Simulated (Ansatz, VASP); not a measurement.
**NaI in VASP and in Ansatz**

File POSCAR:

```
NaI
1.0
    0.0000000000      3.2364000000      3.2364000000
    2.7509400000      0.0000000000      3.2364000000
    2.7509400000      3.2364000000      0.0000000000
Na I
1 1
Direct
    0.0000000000      0.0000000000      0.0000000000
    0.5000000000      0.5000000000      0.5000000000
```

Contents of INCAR.step1:

```
PREC = Accurate
ENCUT = 520
ISMEAR = 0
SIGMA = 0.05
LREAL = F
LASPH = T
NELM = 60
NBANDS = 14
GGA = PE
ALGO = Normal
EDIFF = 1E-4
LWAVE = T
LCHARG = F
```

The input INCAR.step2:

```
PREC = Accurate
ENCUT = 520
EDIFF = 1E-6
ISMEAR = 0
SIGMA = 0.05
LREAL = F
LASPH = T
NELM = 60
ALGO = Normal
ISIF = 2
LWAVE = F
LCHARG = T
METAGGA = R2SCAN
LMIXTAU = T
LELF = T
LVHAR = T
NBANDS = 14
ISTART = 1
```

The input KPOINTS:

```
Automatic mesh
0
Gamma
  6 6 6
```

Input for Ansatz:

```yaml
crystal:
  lattice:
    - [0.0, 3.2364, 3.2364]
    - [2.75094, 0.0, 3.2364]
    - [2.75094, 3.2364, 0.0]
  atoms:
    - { symbol: Na, position: [0.0, 0.0, 0.0] }
    - { symbol: I, position: [0.5, 0.5, 0.5] }
basis:
  ecutwfc: 500
kpoints:
  mp_grid: { grid: [6, 6, 6] }
hamiltonian:
  xc: r2scan
scf:
  occupations: { method: gaussian, width: 0.05 }
output:
  forces: true
  stress: true
  eigenvalues: true
```

Change from the starting cell: strain -0.1500 x Voigt [1, 0, 0, 0, 0, 0], atoms carried along.

Alike in both runs: task single point; functional r2SCAN; k mesh 6 × 6 × 6; occupations gaussian, width 0.05 eV; no spin polarisation.

```csv
,VASP,Ansatz
version,VASP 6.6.1,Ansatz 0.2.0
potentials or method,"VASP PAW PBE potentials, release 64 (Na_pv, I), cutoff 520 eV","scalar-relativistic, plane waves, PAW"
valence electrons in the cell,14,26
```

Ansatz gave:

| Item | Value |
| --- | --- |
| gap on the k mesh at the Fermi level (eV) | 4.91 |
| least direct gap on the mesh (eV) | 4.91 |
| pressure (GPa) | 5.9 |
| traceless stress, the component that is largest in VASP (GPa) | 8.61 |

Task: Which values does VASP return?

Result: gap on the k mesh at the Fermi level (eV): 4.91; least direct gap on the mesh (eV): 4.91; pressure (GPa): 5.9; traceless stress, the component that is largest in VASP (GPa): 8.65.

VASP's potentials were made for PBE, not for r2SCAN. With one functional, cell and mesh, what is left measures potentials, basis and numerics. VASP's potentials hold 14 valence electrons a cell and Ansatz's 26, so a difference there can come from the potentials and not from the codes.

Spin-orbit coupling is off throughout.
